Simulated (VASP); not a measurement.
Wanted: the native input for a VASP 6.6.1 run.

```
Task                   : single point
Functional             : LDA
Potentials or basis    : VASP PAW LDA potentials, release 64 (Tl_d)
Cutoff                 : 520 eV
k mesh                 : 13 × 13 × 13
Occupations            : fermi-dirac, width 0.05 eV
Spin                   : no spin polarisation
Dipole correction      : no
Further INCAR settings : ALGO = Normal; EDIFF = 1e-06; NBANDS = 12
```

The structure of Tl lies in POSCAR:

```
Tl
1.0
   -1.9021800000      1.9410000000      1.9410000000
    1.9410000000     -1.9021800000      1.9410000000
    1.9410000000      1.9410000000     -1.9021800000
Tl
1
Direct
    0.0000000000      0.0000000000      0.0000000000
```

This cell differs from its parent crystal: equal xy, yz and zx shear strains of +2 %.

The input as run:

INCAR

```
PREC = Accurate
ENCUT = 520
EDIFF = 1E-6
ISMEAR = -1
SIGMA = 0.05
LREAL = False
LASPH = True
NELM = 100
ALGO = Normal
ISIF = 2
LWAVE = False
LCHARG = True
LELF = True
LVHAR = True
NBANDS = 12
```

KPOINTS

```
Automatic mesh
0
Gamma
  13 13 13
```

Potentials or basis: VASP PAW LDA potentials, release 64 (Tl_d).

The run is started by

```bash
$ cat potpaw_LDA.64/Tl_d/POTCAR > POTCAR
$ mpirun -np 1 vasp_std > vasp.out
```

Results of the run:

```
Pressure               : -2.4 GPa
Band gap on the k mesh : zero (an odd number of electrons rules out a gap without spin polarisation)
```

Caveat: the cell differs from its parent crystal (equal xy, yz and zx shear strains of +2 %); spin-orbit coupling is left out, which moves the levels of the heavy elements.

It took 100 s on 1 thread of Intel Xeon 8259CL (shared host), peak memory 0.2 GiB.
